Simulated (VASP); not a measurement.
## TaN: single point with PBE

The system is TaN.

```
Ta N
1.0
     5.18500    0.00000    0.00000
    -2.59250    4.49034    0.00000
     0.00000    0.00000    3.02432
Ta N
3 3
Direct
  0.00000 0.00000 0.00000
  0.33333 0.66667 0.50000
  0.66667 0.33333 0.50000
  0.50000 0.00000 0.00000
  0.50000 0.50000 0.00000
  0.00000 0.50000 0.00000
```

```yaml
Program: VASP 6.6.1
Task: single point
Functional: PBE
Potentials_or_basis: VASP PAW PBE potentials, release 64 (Ta_pv, N)
Cutoff: 520 eV
k_mesh: 5 × 5 × 7
Occupations: fermi-dirac, width 0.05 eV
Spin: no spin polarisation
```

```yaml
Pressure: -3.9 GPa
Band_gap_on_the_k_mesh: zero (band 24 reaches 8.15 eV, above the bottom of band 25 at 6.73 eV)
```

Stress tensor (GPa, compression positive):
```
  3.13   0.00   0.00
  0.00   3.13   0.00
  0.00   0.00 -17.93
```

Levels at points of the mesh, in eV from the Fermi level:
| k point | band 20 | band 21 | band 22 | band 23 | band 24 | band 25 | band 26 | band 27 | band 28 | band 29 |
| --- | --- | --- | --- | --- | --- | --- | --- | --- | --- | --- |
| (0.00, 0.00, 0.00) | -2.76 | -2.76 | -2.32 | -1.82 | -1.20 | -1.20 | 0.35 | 0.35 | 1.35 | 1.79 |

It took 70 s on 1 thread of Intel Xeon 8259CL, on a shared host, peak memory 0.2 GiB.

Caveat: spin-orbit coupling is left out, which moves the levels of the heavy elements.
